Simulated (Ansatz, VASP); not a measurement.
# CoO in VASP and in Ansatz

```
Co O
1.0
     1.63663    0.94491    5.28043
    -1.63663    0.94491    5.28043
     0.00000   -1.88982    5.28043
Co O
2 2
Direct
  0.99948 0.99948 0.99948
  0.49949 0.49949 0.49949
  0.37551 0.37551 0.37551
  0.87551 0.87551 0.87551
```

Alike in both runs: task single point; functional PBE; k mesh 12 × 12 × 12; occupations gaussian, width 0.02 eV; collinear spin; Hubbard terms Co d U = 3.32 eV.

```csv
,VASP,Ansatz
version,VASP 6.6.1,Ansatz 0.2.0
potentials or method,"VASP PAW PBE potentials, release 64 (Co, O), cutoff 520 eV","scalar-relativistic, plane waves, PAW"
valence electrons in the cell,30,46
```

```csv
,VASP,Ansatz,Ansatz less VASP
gap on the k mesh at the Fermi level (eV),1.08,1.00,-0.090
least direct gap on the mesh (eV),1.26,1.19,-0.076
net moment per atom (μB),0.00,0.00,0.000
size of the moment on the site where the two differ most (μB),2.63,2.40,-0.236
```

Site moments also hang on the region over which each program counts them. The programs project onto different local orbitals, so the same U acts differently, and such runs can settle in different states. VASP's potentials hold 30 valence electrons a cell and Ansatz's 46, so a difference there can come from the potentials and not from the codes. Ansatz's warnings: look outside group, minimisation memory short, stability check not made.
